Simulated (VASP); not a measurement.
# TiAl3 (Pm-3m) in VASP: single point with HSE06

Aim: the single point of TiAl3 with HSE06.

All numbers are computed with VASP 6.6.1; they aren't measurements. Logs are shortened: lines on timing, memory, paths and dates and some standing lists are left out, and cuts for length are marked.

**1. The cell of the first run**

Symmetry: Pm-3m, No. 221, cubic system. The conventional cell has a = 3.948 Å, b = 3.948 Å, c = 3.948 Å, α = 90.00°, β = 90.00°, γ = 90.00°. Ti (site symmetry m-3m) has 12 Al at 2.79 Å within 3.7 Å. Al (site symmetry 4/mmm) has 4 Ti at 2.79 Å and 8 Al at 2.79 Å within 3.7 Å.

**2. Single point, HSE06**

Contents of POSCAR:

```
TiAl3
1.0
    3.9479980995      0.0000000000      0.0000000000
    0.0000000000      3.9479980995      0.0000000000
    0.0000000000      0.0000000000      3.9479980995
Ti Al
1 3
Direct
    0.0000000000      0.0000000000      0.0000000000
    0.5000000000      0.5000000000      0.0000000000
    0.5000000000      0.0000000000      0.5000000000
    0.0000000000      0.5000000000      0.5000000000
```

Contents of INCAR.step1:

```
SYSTEM = TiAl3
PREC = Accurate
ENCUT = 520
EDIFF = 1E-5
ISMEAR = 0
SIGMA = 0.1
LREAL = .FALSE.
LASPH = .TRUE.
NELM = 60
ALGO = Normal
ISIF = 2
LWAVE = .TRUE.
LCHARG = .FALSE.
GGA = PE
NBANDS = 18
```

Contents of INCAR.step2:

```
SYSTEM = TiAl3
PREC = Accurate
ENCUT = 520
EDIFF = 1E-7
ISMEAR = 0
SIGMA = 0.1
LREAL = .FALSE.
LASPH = .TRUE.
NELM = 60
ALGO = Normal
ISIF = 2
LWAVE = .FALSE.
LCHARG = .FALSE.
GGA = PE
LHFCALC = .TRUE.
HFSCREEN = 0.2079
PRECFOCK = Normal
ISTART = 1
NBANDS = 18
```

Contents of KPOINTS:

```
Automatic mesh
0
G
  4 4 4
  0 0 0
```

Potentials or basis: VASP PAW PBE potentials, release 64 (Ti_sv, Al).

Started as:

```console
$ cat potpaw_PBE.64/Ti_sv/POTCAR potpaw_PBE.64/Al/POTCAR > POTCAR
$ cp INCAR.step1 INCAR
$ mpirun -np 1 vasp_std > vasp.out
$ cp INCAR.step2 INCAR
$ mpirun -np 1 vasp_std > vasp.out
```

OUTCAR:

```text
SYSTEM = TiAl3
   PREC = Accurate
   ENCUT = 520
   EDIFF = 1E-7
   ISMEAR = 0
   LREAL = .FALSE.
   LASPH = .TRUE.
   NELM = 60
   ISIF = 2
   GGA = PE
   LHFCALC = .TRUE.
   HFSCREEN = 0.2079
   PRECFOCK = Normal
   ISTART = 1

 ion  position               nearest neighbor table
   1  0.000  0.000  0.000-   2 2.79   3 2.79   4 2.79   3 2.79   4 2.79   2 2.79   4 2.79   4 2.79
                             2 2.79   3 2.79   3 2.79   2 2.79
   2  0.500  0.500  0.000-   1 2.79   3 2.79   4 2.79   3 2.79   4 2.79   1 2.79   3 2.79   3 2.79
                             1 2.79   4 2.79   4 2.79   1 2.79
   3  0.500  0.000  0.500-   1 2.79   2 2.79   4 2.79   1 2.79   2 2.79   2 2.79   4 2.79   2 2.79
                             1 2.79   4 2.79   1 2.79   4 2.79
   4  0.000  0.500  0.500-   1 2.79   2 2.79   3 2.79   1 2.79   2 2.79   1 2.79   3 2.79   1 2.79
                             2 2.79   3 2.79   2 2.79   3 2.79

  LATTYP: Found a simple cubic cell.
 ALAT       =     3.9479980995

  Lattice vectors:

 A1 = (   3.9479980995,   0.0000000000,   0.0000000000)
 A2 = (   0.0000000000,   3.9479980995,   0.0000000000)
 A3 = (   0.0000000000,   0.0000000000,   3.9479980995)

Analysis of symmetry for initial positions (statically):
=====================================================================
 Subroutine PRICEL returns:
 Original cell was already a primitive cell.

 Routine SETGRP: Setting up the symmetry group for a
 simple cubic supercell.

 Subroutine GETGRP returns: Found 48 space group operations
 (whereof 48 operations were pure point group operations)
 out of a pool of 48 trial point group operations.

The static configuration has the point symmetry O_h .

Analysis of symmetry for dynamics (positions and initial velocities):
=====================================================================
 Subroutine PRICEL returns:
 Original cell was already a primitive cell.

 Routine SETGRP: Setting up the symmetry group for a
 simple cubic supercell.

 Subroutine GETGRP returns: Found 48 space group operations
 (whereof 48 operations were pure point group operations)
 out of a pool of 48 trial point group operations.

The dynamic configuration has the point symmetry O_h .

 Subroutine INISYM returns: Found 48 space group operations
 (whereof 48 operations are pure point group operations),
 and found     1 'primitive' translations

----------------------------------------------------------------------------------------

                                     Primitive cell

  volume of cell :      61.5362

  direct lattice vectors                    reciprocal lattice vectors
     3.947998099  0.000000000  0.000000000     0.253292928  0.000000000  0.000000000
     0.000000000  3.947998099  0.000000000     0.000000000  0.253292928  0.000000000
     0.000000000  0.000000000  3.947998099     0.000000000  0.000000000  0.253292928

  length of vectors
     3.947998099  3.947998099  3.947998099     0.253292928  0.253292928  0.253292928

  position of ions in fractional coordinates (direct lattice)
     0.000000000  0.000000000  0.000000000
     0.500000000  0.500000000  0.000000000
     0.500000000  0.000000000  0.500000000
     0.000000000  0.500000000  0.500000000

  ion indices of the primitive-cell ions
   primitive index   ion index
                 1           1
                 2           2
                 3           3
                 4           4

----------------------------------------------------------------------------------------

 KPOINTS: Automatic mesh

Automatic generation of k-mesh.
 Grid dimensions read from file:
 generate k-points for:    4    4    4

 Generating k-lattice:

  Cartesian coordinates                     Fractional coordinates (reciprocal lattice)
     0.063323232  0.000000000  0.000000000     0.250000000  0.000000000  0.000000000
     0.000000000  0.063323232  0.000000000     0.000000000  0.250000000  0.000000000
     0.000000000  0.000000000  0.063323232     0.000000000  0.000000000  0.250000000

  Length of vectors
     0.063323232  0.063323232  0.063323232

  Shift w.r.t. Gamma in fractional coordinates (k-lattice)
     0.000000000  0.000000000  0.000000000

 Subroutine IBZKPT returns following result:
 ===========================================

 Found     10 irreducible k-points:

 Following reciprocal coordinates:
            Coordinates               Weight
  0.000000  0.000000  0.000000      1.000000
  0.250000  0.000000  0.000000      6.000000
  0.500000  0.000000  0.000000      3.000000
  0.250000  0.250000  0.000000     12.000000
  0.500000  0.250000  0.000000     12.000000
  0.500000  0.500000  0.000000      3.000000
  0.250000  0.250000  0.250000      8.000000
  0.500000  0.250000  0.250000     12.000000
  0.500000  0.500000  0.250000      6.000000
  0.500000  0.500000  0.500000      1.000000
   k-points           NKPTS =     10   k-points in BZ     NKDIM =     64   number of bands    NBANDS=     18
   number of dos      NEDOS =    301   number of ions     NIONS =      4
   total plane-waves  NPLWV =  27000
   dimension x,y,z NGX =    30 NGY =   30 NGZ =   30
   dimension x,y,z NGXF=    60 NGYF=   60 NGZF=   60
   ions per type =               1   3
   NGX,Y,Z   is equivalent  to a cutoff of  12.63, 12.63, 12.63 a.u.
   NGXF,Y,Z  is equivalent  to a cutoff of  25.27, 25.27, 25.27 a.u.
 SYSTEM =  TiAl3
   PREC   = accura    normal or accurate (medium, high low for compatibility)
   ISTART =      1    job   : 0-new  1-cont  2-samecut
   ICHARG =      0    charge: 1-file 2-atom 10-const
   ISPIN  =      1    spin polarized calculation?
   LNONCOLLINEAR =      F non collinear calculations
   LSORBIT =      F    spin-orbit coupling
   LASPH  =      T    aspherical Exc in radial PAW
   ENCUT  =  520.0 eV  38.22 Ry    6.18 a.u.   7.34  7.34  7.34*2*pi/ulx,y,z
   NELM   =     60;   NELMIN=  2; NELMDL=  0     # of ELM steps
   EDIFF  = 0.1E-06   stopping-criterion for ELM
   LREAL  =      F    real-space projection
   EDIFFG = 0.1E-05   stopping-criterion for IOM
   NSW    =      0    number of steps for IOM
   IBRION =     -1    ionic relax: 0-MD 1-quasi-New 2-CG
   NFREE  =      0    steps in history (QN), initial steepest desc. (CG)
   ISIF   =      2    stress and relaxation
   ISYM   =      3    0-nonsym 1-usesym 2-fastsym
   POTIM  = 0.5000    time-step for ionic-motion
   TEBEG  =    0.0;   TEEND  =   0.0 temperature during run
   PSTRESS=    0.0 pullay stress
   NELECT =      21.0000    total number of electrons
   NUPDOWN=      -1.0000    fix difference up-down
   EMIN   =  10.00;   EMAX   =-10.00  energy-range for DOS
   EFERMI =   0.00;   METHOD = LEGACY
   ISMEAR =     0;   SIGMA  =   0.10  broadening in eV -4-tet -1-fermi 0-gaus
   EFERMI_NEDOS =   21; number of points for ismear=-14 and -15
   IALGO  =     38    algorithm
   IMIX   =      1    mixing-type and parameters
     AMIX     =   0.40;   BMIX     =  1.00
     AMIX_MAG =   1.60;   BMIX_MAG =  1.00
  volume/ion in A,a.u.               =      15.38       103.82
  Fermi-wavevector in a.u.,A,eV,Ry     =   1.144031  2.161904 17.807389  1.308806
  Thomas-Fermi vector in A             =   2.280724
   LORBIT       =      0    0 simple, 1 ext, 2 COOP (PROOUT), +10 PAW based schemes
   GGA     = PE    functional components
   LHFCALC =     T    Hartree Fock is set to
   PRECFOCK=normal    Normal, Fast or Accurate (Low or Medium for compatibility)
   ENCUT4O =  -1.0   cutoff for four orbital integrals eV
   NKREDX  =     1    reduce k-point grid by
   NKREDY  =     1    reduce k-point grid by
   NKREDZ  =     1    reduce k-point grid by
   AEXX    =    0.2500 exact exchange contribution
   HFSCREEN=    0.2079 screening length (either q_TF or 0.3 A-1)
   HFSCREENC=   0.2079 screening length for correlation (either q_TF or 0.3 A-1)
   ENCUTFOCK=  -1.0 apply spherical cutoff to Coloumb kernel
   IVDW    =     0    specifies the selected vdW correction
   LEPSILON=     F    determine dielectric tensor
   LRPA    =     F    only Hartree local field effects (RPA)
 non-spin polarized calculation
 Gauss-broadening in eV      SIGMA  =   0.10
  energy-cutoff  :      520.00
  volume of cell :       61.54
 maximum number of plane-waves:      1674
 NGX is ok and might be reduce to    30
  NGX = 24; NGY = 24; NGZ = 24

 number of electron      20.9999997 magnetization

 Free energy of the ion-electron system (eV)
  ---------------------------------------------------
  ext. energy  EPLUGINS =         0.00000000
  ---------------------------------------------------
  free energy    TOTEN  =       -23.45539789 eV

  energy without entropy =      -23.44792960  energy(sigma->0) =      -23.45166375

 E-fermi :   9.4780     XC(G=0):  -8.9273

 val. band max:        9.4059264986   @ k =   0.0000   0.0000   0.0000
 cond. band min:       9.5589583605   @ k =   0.2500   0.0000   0.0000
 fundamental gap:      0.1530318619
 Fermi energy:         9.4780311892

 k-point     1 :       0.0000    0.0000    0.0000
  band No.  band energies     occupation
      1     -52.5897      2.00000
      2     -27.2733      2.00000
      3     -27.2732      2.00000
      4     -27.2732      2.00000
      5      -3.1965      2.00000
      6       5.7619      2.00000
[... 10 lines left out ...]
     17      15.5135      0.00000
     18      15.5135      0.00000

 k-point     2 :       0.2500    0.0000    0.0000
  band No.  band energies     occupation
      1     -52.5891      2.00000
      2     -27.2882      2.00000
      3     -27.2725      2.00000
      4     -27.2725      2.00000
      5      -2.5181      2.00000
      6       2.6774      2.00000
[... 10 lines left out ...]
     17      14.3575      0.00000
     18      15.4193      0.00000

 k-point     3 :       0.5000    0.0000    0.0000
  band No.  band energies     occupation
      1     -52.5885      2.00000
      2     -27.3032      2.00000
      3     -27.2717      2.00000
      4     -27.2717      2.00000
      5      -0.9138      2.00000
      6      -0.0316      2.00000
[... 118 lines left out ...]
 k-point     9 :       0.5000    0.5000    0.2500
  band No.  band energies     occupation
      1     -52.5864      2.00000
      2     -27.3004      2.00000
      3     -27.3003      2.00000
      4     -27.2836      2.00000
      5       1.4415      2.00000
      6       2.5074      2.00000
[... 10 lines left out ...]
     17      12.8738      0.00000
     18      17.6722      0.00000

 k-point    10 :       0.5000    0.5000    0.5000
  band No.  band energies     occupation
      1     -52.5856      2.00000
      2     -27.2995      2.00000
      3     -27.2995      2.00000
      4     -27.2995      2.00000
      5       3.2110      2.00000
      6       3.2110      2.00000
[... 10 lines left out ...]
     17      12.6183      0.00000
     18      21.8641      0.00000

------------------------ aborting loop because EDIFF is reached ----------------------------------------

  FORCE on cell =-STRESS in cart. coord.  units (eV):
  Direction    XX          YY          ZZ          XY          YZ          ZX
  --------------------------------------------------------------------------------------
  -------------------------------------------------------------------------------------
  Total        0.2844870      0.2844870      0.2844870     -0.0000000     -0.0000000     -0.0000000
  in kB        7.4069978      7.4069978      7.4069978     -0.0000000     -0.0000000     -0.0000000
  external PRESSURE =       7.4069978 kB  Pullay stress =       0.0000000 kB

 VOLUME and BASIS-vectors are now :
 -----------------------------------------------------------------------------
  energy-cutoff  :      520.00
  volume of cell :       61.54
      direct lattice vectors                 reciprocal lattice vectors
     3.947998099  0.000000000  0.000000000     0.253292928  0.000000000  0.000000000
     0.000000000  3.947998099  0.000000000     0.000000000  0.253292928  0.000000000
     0.000000000  0.000000000  3.947998099     0.000000000  0.000000000  0.253292928

 POSITION                                       TOTAL-FORCE (eV/Angst)
 -----------------------------------------------------------------------------------
      0.00000      0.00000      0.00000         0.000000      0.000000      0.000000
      1.97400      1.97400      0.00000         0.000000      0.000000      0.000000
      1.97400      0.00000      1.97400         0.000000      0.000000      0.000000
      0.00000      1.97400      1.97400         0.000000      0.000000      0.000000
 -----------------------------------------------------------------------------------
    total drift:                               -0.000021     -0.000026     -0.000027

  FREE ENERGIE OF THE ION-ELECTRON SYSTEM (eV)
  ---------------------------------------------------
  free  energy   TOTEN  =       -23.4553978925 eV

  energy  without entropy=      -23.4479296043  energy(sigma->0) =      -23.45166375
```

Run time: 12 min. Hardware: 1 thread of Intel Xeon Platinum 8559C (Emerald Rapids), shared host; peak memory 0.28 GiB.

What came out:

```yaml
Free_energy: -23.4554 eV
Pressure: 0.7 GPa
Band_gap_on_the_k_mesh: zero (an odd number of electrons rules out a gap without spin polarisation)
```

Levels at points of the mesh, in eV from the Fermi level:
```csv
k point,band 8,band 9,band 10,band 11,band 12,band 13
"(0.00, 0.00, 0.00)",-2.86,-2.86,-2.86,-0.07,-0.07,-0.07
"(0.50, 0.00, 0.00)",-3.03,-2.65,0.25,0.52,0.52,0.91
"(0.50, 0.50, 0.00)",-6.14,-1.87,-1.87,0.57,0.99,1.30
"(0.50, 0.50, 0.50)",-5.98,-4.48,-4.48,-4.48,0.17,1.83
```

Caveat: the k points lie up to 0.40 Å⁻¹ apart, too coarse for converged energies and pressures of a metal; the PAW data sets were made with another functional, which shifts forces and pressure a little.
